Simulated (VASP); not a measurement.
Set up this calculation in VASP 6.6.1, as the native input.

```yaml
Task: single point
Functional: PBE
Potentials_or_basis: VASP PAW PBE potentials, release 64 (Ga_d, N)
Cutoff: 520 eV
k_mesh: 12 × 12 × 6
Occupations: fermi-dirac, width 0.02 eV
Spin: no spin polarisation
Dipole_correction: no
Further_INCAR_settings: ALGO = Normal; EDIFF = 1e-07; NBANDS = 26
```

The structure of GaN lies in POSCAR:

```
GaN
1.0
    3.0239918940      0.0000000000      0.0000000000
   -1.5119959470      2.6188538011      0.0000000000
    0.0000000000      0.0000000000      4.9244438733
Ga N
2 2
Direct
    0.3333333333      0.6666666667     -0.0006931345
    0.6666666667      0.3333333333      0.4993068655
    0.3333333333      0.6666666667      0.3756931345
    0.6666666667      0.3333333333      0.8756931345
```

This cell differs from its parent crystal: strain -5.0%.

These files were run (other wordings do the same):

INCAR

```
PREC = Accurate
ENCUT = 520
EDIFF = 1E-7
ISMEAR = -1
SIGMA = 0.02
LREAL = F
LASPH = T
NELM = 100
ALGO = Normal
ISIF = 2
LWAVE = F
LCHARG = F
GGA = PE
NBANDS = 26
```

KPOINTS

```
Automatic mesh
0
Gamma
  12 12 6
```

Potentials or basis: VASP PAW PBE potentials, release 64 (Ga_d, N).

Launch:

```bash
$ cat potpaw_PBE.64/Ga_d/POTCAR potpaw_PBE.64/N/POTCAR > POTCAR
$ mpirun -np 1 vasp_std > vasp.out
```

It gave:

```yaml
Pressure: 48.3 GPa
Largest_force: 0.008 eV/Å
Band_gap_on_the_k_mesh: 2.97 eV, direct
```

Caveat: the cell differs from its parent crystal (strain -5.0%).

Wall time 26 s on 1 thread of Intel(R) Xeon(R) 6975P-C (Granite Rapids), with other jobs on the host, peak memory 0.2 GiB.
